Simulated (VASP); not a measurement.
# Sn (Fm-3m) in VASP: notebook

The runs below take Sn through single point, with PBE.

Everything below comes from runs of VASP 6.6.1. Logs are shortened: lines on timing, memory, paths and dates and some standing lists are left out, and cuts for length are marked.

**1. The cell of the first run**

It takes space group Fm-3m (No. 225, cubic). Conventional cell: a = 4.621 Å, b = 4.621 Å, c = 4.621 Å, α = 90.00°, β = 90.00°, γ = 90.00°. Within 4.3 Å of Sn (site symmetry m-3m) lie 12 Sn at 3.27 Å.

This isn't the form of Sn at room conditions, which is tetragonal (white tin).

**2. Single point, PBE (24.67 Å³/atom)**

The input, INCAR:

```
PREC = Accurate
ENCUT = 520
EDIFF = 1E-6
ISMEAR = -1
SIGMA = 0.1
LREAL = F
LASPH = T
NELM = 80
ALGO = Normal
ISIF = 2
LWAVE = F
LCHARG = F
GGA = PE
NBANDS = 13
```

The input, KPOINTS:

```
Automatic mesh
0
Gamma
  18 18 18
```

The input, POSCAR:

```
Sn
1.0
    0.0000000000      2.3105595762      2.3105595762
    2.3105595762      0.0000000000      2.3105595762
    2.3105595762      2.3105595762      0.0000000000
Sn
1
Direct
    0.0000000000      0.0000000000      0.0000000000
```

Potentials or basis: VASP PAW PBE potentials, release 64 (Sn_d).

Command:

```sh
cat potpaw_PBE.64/Sn_d/POTCAR > POTCAR
mpirun -np 1 vasp_std > vasp.out
```

OUTCAR:

```text
PREC = Accurate
   ENCUT = 520
   EDIFF = 1E-6
   ISMEAR = -1
   LREAL = F
   LASPH = T
   NELM = 80
   ISIF = 2
   GGA = PE

 ion  position               nearest neighbor table
   1  0.000  0.000  0.000-

  LATTYP: Found a face centered cubic cell.
 ALAT       =     4.6211191524

  Lattice vectors:

 A1 = (   0.0000000000,   2.3105595762,   2.3105595762)
 A2 = (   2.3105595762,   0.0000000000,   2.3105595762)
 A3 = (   2.3105595762,   2.3105595762,   0.0000000000)

Analysis of symmetry for initial positions (statically):
=====================================================================
 Subroutine PRICEL returns:
 Original cell was already a primitive cell.

 Routine SETGRP: Setting up the symmetry group for a
 face centered cubic supercell.

 Subroutine GETGRP returns: Found 48 space group operations
 (whereof 48 operations were pure point group operations)
 out of a pool of 48 trial point group operations.

The static configuration has the point symmetry O_h .

Analysis of symmetry for dynamics (positions and initial velocities):
=====================================================================
 Subroutine PRICEL returns:
 Original cell was already a primitive cell.

 Routine SETGRP: Setting up the symmetry group for a
 face centered cubic supercell.

 Subroutine GETGRP returns: Found 48 space group operations
 (whereof 48 operations were pure point group operations)
 out of a pool of 48 trial point group operations.

The dynamic configuration has the point symmetry O_h .

 Subroutine INISYM returns: Found 48 space group operations
 (whereof 48 operations are pure point group operations),
 and found     1 'primitive' translations

----------------------------------------------------------------------------------------

                                     Primitive cell

  volume of cell :      24.6707

  direct lattice vectors                    reciprocal lattice vectors
     0.000000000  2.310559576  2.310559576    -0.216397796  0.216397796  0.216397796
     2.310559576  0.000000000  2.310559576     0.216397796 -0.216397796  0.216397796
     2.310559576  2.310559576  0.000000000     0.216397796  0.216397796 -0.216397796

  length of vectors
     3.267624689  3.267624689  3.267624689     0.374811977  0.374811977  0.374811977

  position of ions in fractional coordinates (direct lattice)
     0.000000000  0.000000000  0.000000000

  ion indices of the primitive-cell ions
   primitive index   ion index
                 1           1

----------------------------------------------------------------------------------------

 KPOINTS: Automatic mesh

Automatic generation of k-mesh.
 Grid dimensions read from file:
 generate k-points for:   18   18   18

 Generating k-lattice:

  Cartesian coordinates                     Fractional coordinates (reciprocal lattice)
    -0.012022100  0.012022100  0.012022100     0.055555556  0.000000000  0.000000000
     0.012022100 -0.012022100  0.012022100     0.000000000  0.055555556  0.000000000
     0.012022100  0.012022100 -0.012022100     0.000000000  0.000000000  0.055555556

  Length of vectors
     0.020822888  0.020822888  0.020822888

  Shift w.r.t. Gamma in fractional coordinates (k-lattice)
     0.000000000  0.000000000  0.000000000

 Subroutine IBZKPT returns following result:
 ===========================================

 Found    195 irreducible k-points:

 Following reciprocal coordinates:
            Coordinates               Weight
  0.000000  0.000000  0.000000      1.000000
  0.055556  0.000000  0.000000      8.000000
  0.111111  0.000000  0.000000      8.000000
  0.166667  0.000000  0.000000      8.000000
  0.222222  0.000000  0.000000      8.000000
  0.277778  0.000000  0.000000      8.000000
[... 16 lines left out ...]
 -0.277778  0.055556  0.000000     24.000000
 -0.222222  0.055556  0.000000     24.000000
 [... further k-points ...]
   k-points           NKPTS =    195   k-points in BZ     NKDIM =    195   number of bands    NBANDS=     13
   number of dos      NEDOS =    301   number of ions     NIONS =      1
   total plane-waves  NPLWV =  13824
   dimension x,y,z NGX =    24 NGY =   24 NGZ =   24
   dimension x,y,z NGXF=    48 NGYF=   48 NGZF=   48
   ions per type =               1
   NGX,Y,Z   is equivalent  to a cutoff of  12.21, 12.21, 12.21 a.u.
   NGXF,Y,Z  is equivalent  to a cutoff of  24.42, 24.42, 24.42 a.u.
 SYSTEM =  unknown system
   PREC   = accura    normal or accurate (medium, high low for compatibility)
   ISTART =      0    job   : 0-new  1-cont  2-samecut
   ICHARG =      2    charge: 1-file 2-atom 10-const
   ISPIN  =      1    spin polarized calculation?
   LNONCOLLINEAR =      F non collinear calculations
   LSORBIT =      F    spin-orbit coupling
   LASPH  =      T    aspherical Exc in radial PAW
   ENCUT  =  520.0 eV  38.22 Ry    6.18 a.u.   6.08  6.08  6.08*2*pi/ulx,y,z
   NELM   =     80;   NELMIN=  2; NELMDL= -5     # of ELM steps
   EDIFF  = 0.1E-05   stopping-criterion for ELM
   LREAL  =      F    real-space projection
   EDIFFG = 0.1E-04   stopping-criterion for IOM
   NSW    =      0    number of steps for IOM
   IBRION =     -1    ionic relax: 0-MD 1-quasi-New 2-CG
   NFREE  =      0    steps in history (QN), initial steepest desc. (CG)
   ISIF   =      2    stress and relaxation
   ISYM   =      2    0-nonsym 1-usesym 2-fastsym
   POTIM  = 0.5000    time-step for ionic-motion
   TEBEG  =    0.0;   TEEND  =   0.0 temperature during run
   PSTRESS=    0.0 pullay stress
   NELECT =      14.0000    total number of electrons
   NUPDOWN=      -1.0000    fix difference up-down
   EMIN   =  10.00;   EMAX   =-10.00  energy-range for DOS
   EFERMI =   0.00;   METHOD = LEGACY
   ISMEAR =    -1;   SIGMA  =   0.10  broadening in eV -4-tet -1-fermi 0-gaus
   EFERMI_NEDOS =   21; number of points for ismear=-14 and -15
   IALGO  =     38    algorithm
   IMIX   =      4    mixing-type and parameters
     AMIX     =   0.40;   BMIX     =  1.00
     AMIX_MAG =   1.60;   BMIX_MAG =  1.00
  volume/ion in A,a.u.               =      24.67       166.49
  Fermi-wavevector in a.u.,A,eV,Ry     =   1.355367  2.561273 24.994182  1.837021
  Thomas-Fermi vector in A             =   2.482461
   LORBIT       =      0    0 simple, 1 ext, 2 COOP (PROOUT), +10 PAW based schemes
   GGA     = PE    functional components
   LHFCALC =     F    Hartree Fock is set to
   AEXX    =    0.0000 exact exchange contribution
   IVDW    =     0    specifies the selected vdW correction
   LEPSILON=     F    determine dielectric tensor
   LRPA    =     F    only Hartree local field effects (RPA)
 non-spin polarized calculation
  energy-cutoff  :      520.00
  volume of cell :       24.67
 maximum number of plane-waves:       680
   NGX = 13   NGY = 13   NGZ = 13

 number of electron      13.9999994 magnetization

 Free energy of the ion-electron system (eV)
  ---------------------------------------------------
  ext. energy  EPLUGINS =         0.00000000
  ---------------------------------------------------
  free energy    TOTEN  =        -3.71942550 eV

  energy without entropy =       -3.70166007  energy(sigma->0) =       -3.71054278

 E-fermi :   9.3955     XC(G=0): -10.8265

 val. band max:        9.3938939034   @ k =  -0.2222   0.2778   0.0556
 cond. band min:       9.3960314369   @ k =  -0.4444   0.3333   0.1667
 fundamental gap:      0.0021375336
 Fermi energy:         9.3955416900

 k-point     1 :       0.0000    0.0000    0.0000
  band No.  band energies     occupation
      1     -12.2549      2.00000
      2     -12.2549      2.00000
      3     -12.2549      2.00000
      4     -12.1489      2.00000
      5     -12.1489      2.00000
      6      -2.5091      2.00000
      7      17.9067      0.00000
      8      17.9067      0.00000
      9      17.9067      0.00000
     10      20.0682      0.00000
     11      21.8386      0.00000
     12      21.8386      0.00000
     13      21.8386      0.00000

 k-point     2 :       0.0556    0.0000    0.0000
  band No.  band energies     occupation
      1     -12.2549      2.00000
      2     -12.2514      2.00000
      3     -12.2514      2.00000
      4     -12.1491      2.00000
      5     -12.1491      2.00000
      6      -2.4402      2.00000
      7      17.0494      0.00000
      8      17.7820      0.00000
      9      17.7820      0.00000
     10      19.7690      0.00000
     11      22.0484      0.00000
     12      22.0484      0.00000
     13      22.8169      0.00000

 k-point     3 :       0.1111    0.0000    0.0000
  band No.  band energies     occupation
      1     -12.2547      2.00000
      2     -12.2423      2.00000
      3     -12.2423      2.00000
      4     -12.1488      2.00000
      5     -12.1488      2.00000
      6      -2.2330      2.00000
      7      15.2740      0.00000
      8      17.4746      0.00000
      9      17.4746      0.00000
     10      19.5707      0.00000
     11      22.5907      0.00000
     12      22.5907      0.00000
     13      23.7758      0.00000

 k-point     4 :       0.1667    0.0000    0.0000
  band No.  band energies     occupation
      1     -12.2547      2.00000
      2     -12.2323      2.00000
      3     -12.2323      2.00000
      4     -12.1442      2.00000
      5     -12.1442      2.00000
      6      -1.8866      2.00000
      7      13.3293      0.00000
      8      17.0963      0.00000
      9      17.0963      0.00000
     10      19.4564      0.00000
     11      23.0554      0.00000
     12      23.0554      0.00000
     13      23.4077      0.00000

 k-point     5 :       0.2222    0.0000    0.0000
  band No.  band energies     occupation
      1     -12.2553      2.00000
      2     -12.2274      2.00000
      3     -12.2274      2.00000
      4     -12.1310      2.00000
      5     -12.1310      2.00000
      6      -1.4006      2.00000
      7      11.4130      0.00000
      8      16.7213      0.00000
      9      16.7213      0.00000
     10      19.3793      0.00000
     11      22.5054      0.00000
     12      22.5054      0.00000
     13      22.7010      0.00000

 k-point     6 :       0.2778    0.0000    0.0000
  band No.  band energies     occupation
      1     -12.2566      2.00000
      2     -12.2291      2.00000
      3     -12.2291      2.00000
      4     -12.1099      2.00000
      5     -12.1099      2.00000
      6      -0.7752      2.00000
      7       9.5844      0.26281
      8      16.3877      0.00000
      9      16.3877      0.00000
     10      19.3382      0.00000
     11      21.8244      0.00000
     12      21.8244      0.00000
     13      22.0195      0.00000

 k-point     7 :       0.3333    0.0000    0.0000
  band No.  band energies     occupation
      1     -12.2584      2.00000
      2     -12.2345      2.00000
      3     -12.2345      2.00000
      4     -12.0861      2.00000
      5     -12.0861      2.00000
      6      -0.0145      2.00000
      7       7.8721      2.00000
      8      16.1149      0.00000
      9      16.1149      0.00000
     10      19.3356      0.00000
     11      21.2633      0.00000
     12      21.2633      0.00000
     13      21.4327      0.00000
[... 193 lines left out ...]
 k-point    20 :      -0.4444    0.0556    0.0000
  band No.  band energies     occupation
      1     -12.2585      2.00000
      2     -12.2457      2.00000
      3     -12.2401      2.00000
      4     -12.0520      2.00000
      5     -12.0504      2.00000
      6       2.1614      2.00000
      7       4.6393      2.00000
      8      14.9963      0.00000
      9      15.6928      0.00000
     10      18.8592      0.00000
     11      20.7324      0.00000
     12      20.8062      0.00000
     13      21.8797      0.00000

 k-point    21 :      -0.3889    0.0556    0.0000
  band No.  band energies     occupation
      1     -12.2576      2.00000
      2     -12.2418      2.00000
      3     -12.2374      2.00000
      4     -12.0675      2.00000
      5     -12.0568      2.00000
      6       1.2423      2.00000
      7       5.8807      2.00000
      8      14.9192      0.00000
      9      15.9991      0.00000
     10      19.0996      0.00000
     11      20.6982      0.00000
     12      20.7284      0.00000
     13      22.2992      0.00000

 k-point    22 :      -0.3333    0.0556    0.0000
  band No.  band energies     occupation
      1     -12.2568      2.00000
      2     -12.2357      2.00000
      3     -12.2323      2.00000
      4     -12.0901      2.00000
      5     -12.0713      2.00000
      6       0.3282      2.00000
      7       7.3899      2.00000
      8      14.9480      0.00000
      9      16.3791      0.00000
     10      19.3811      0.00000
     11      20.7480      0.00000
     12      20.8874      0.00000
     13      22.8217      0.00000

 k-point    23 :      -0.2778    0.0556    0.0000
  band No.  band energies     occupation
      1     -12.2562      2.00000
      2     -12.2291      2.00000
      3     -12.2266      2.00000
      4     -12.1157      2.00000
      5     -12.0911      2.00000
      6      -0.4750      2.00000
      7       9.0549      1.93582
      8      15.0842      0.00000
      9      16.8061      0.00000
     10      19.6116      0.00000
     11      21.0338      0.00000
     12      21.2170      0.00000
     13      23.4257      0.00000

 k-point    24 :      -0.2222    0.0556    0.0000
  band No.  band energies     occupation
      1     -12.2561      2.00000
      2     -12.2247      2.00000
      3     -12.2234      2.00000
      4     -12.1389      2.00000
      5     -12.1123      2.00000
      6      -1.1459      2.00000
      7      10.8431      0.00000
      8      15.3253      0.00000
      9      17.2453      0.00000
     10      19.7412      0.00000
     11      21.5788      0.00000
     12      21.7140      0.00000
     13      23.9952      0.00000

 [... further k-points ...]
[... 5 lines left out ...]
  --------------------------------------------------------------------------------------
  -------------------------------------------------------------------------------------
  Total        1.2317206      1.2317206      1.2317206     -0.0000000     -0.0000000      0.0000000
  in kB       79.9910282     79.9910282     79.9910282     -0.0000000     -0.0000000      0.0000000
  external PRESSURE =      79.9910282 kB  Pullay stress =       0.0000000 kB

 VOLUME and BASIS-vectors are now :
 -----------------------------------------------------------------------------
  energy-cutoff  :      520.00
  volume of cell :       24.67
      direct lattice vectors                 reciprocal lattice vectors
     0.000000000  2.310559576  2.310559576    -0.216397796  0.216397796  0.216397796
     2.310559576  0.000000000  2.310559576     0.216397796 -0.216397796  0.216397796
     2.310559576  2.310559576  0.000000000     0.216397796  0.216397796 -0.216397796

 POSITION                                       TOTAL-FORCE (eV/Angst)
 -----------------------------------------------------------------------------------
      0.00000      0.00000      0.00000         0.000000      0.000000      0.000000
 -----------------------------------------------------------------------------------
    total drift:                               -0.000000      0.000000      0.000000

  FREE ENERGIE OF THE ION-ELECTRON SYSTEM (eV)
  ---------------------------------------------------
  free  energy   TOTEN  =        -3.7194255014 eV

  energy  without entropy=       -3.7016600685  energy(sigma->0) =       -3.71054278
```

Wall time 20 s (1 thread of Intel Xeon Platinum 8259CL at 2.50GHz (Skylake/Cascade Lake), shared host); peak memory 0.18 GiB.

What came out:

```
Free energy            : -3.7194 eV
Pressure               : 8.0 GPa
Band gap on the k mesh : zero (bands 7 and 8 overlap by 10.67 eV)
```

Levels at points of the mesh, in eV from the Fermi level:
```tsv
k point	band 3	band 4	band 5	band 6	band 7	band 8	band 9	band 10	band 11	band 12
(0.00, 0.00, 0.00)	-21.65	-21.54	-21.54	-11.90	8.51	8.51	8.51	10.67	12.44	12.44
(0.50, 0.00, 0.00)	-21.64	-21.44	-21.44	-6.98	-5.20	6.35	6.35	10.05	11.13	11.13
(0.50, 0.50, 0.00)	-21.45	-21.42	-21.42	-4.79	-4.09	2.15	2.15	5.70	5.91	20.69
```

Caveat: the cell stands under pressure; spin-orbit coupling is left out, which moves the levels of the heavy elements.

**3. Single point, PBE (25.79 Å³/atom)**

This run uses another cell than the first one, of 25.79 Å³/atom.

The input, INCAR:

```
SYSTEM = Sn
  PREC = Accurate
  ENCUT = 520
  EDIFF = 1E-6
  ISMEAR = -1
  SIGMA = 0.1
  LREAL = .False.
  LASPH = .True.
  NELM = 100
  ALGO = Normal
  ISIF = 2
  LWAVE = .False.
  LCHARG = .False.
  GGA = PE
  NBANDS = 13
```

The input, KPOINTS:

```
regular mesh
0
Gamma
  18 18 18
  0 0 0
```

The input, POSCAR:

```
Sn
1.0
    0.0000000000      2.3450506251      2.3450506251
    2.3450506251      0.0000000000      2.3450506251
    2.3450506251      2.3450506251      0.0000000000
Sn
1
Direct
    0.0000000000      0.0000000000      0.0000000000
```

Potentials or basis: VASP PAW PBE potentials, release 64 (Sn_d).

Command:

```sh
cat potpaw_PBE.64/Sn_d/POTCAR > POTCAR
mpirun -np 1 vasp_std > vasp.out
```

Run time: 43 s. Hardware: 1 thread of Intel Xeon Platinum 8259CL at 2.50GHz (Skylake/Cascade Lake), shared host; peak memory 0.2 GiB.

It converged, with:

- Free energy: -3.7635 eV
- Pressure: 4.7 GPa
- Band gap on the k mesh: zero (bands 7 and 8 overlap by 10.22 eV)

Levels at points of the mesh, in eV from the Fermi level:
| k point | band 4 | band 5 | band 6 | band 7 | band 8 | band 9 | band 10 | band 11 |
| --- | --- | --- | --- | --- | --- | --- | --- | --- |
| (0.00, 0.00, 0.00) | -21.52 | -21.52 | -11.55 | 8.13 | 8.13 | 8.13 | 10.64 | 12.15 |
| (0.50, 0.00, 0.00) | -21.43 | -21.43 | -6.89 | -4.94 | 6.09 | 6.09 | 10.02 | 10.71 |
| (0.50, 0.50, 0.00) | -21.41 | -21.41 | -4.84 | -3.88 | 2.11 | 2.11 | 5.55 | 5.84 |

Caveat: the cell stands under pressure; spin-orbit coupling is left out, which moves the levels of the heavy elements.
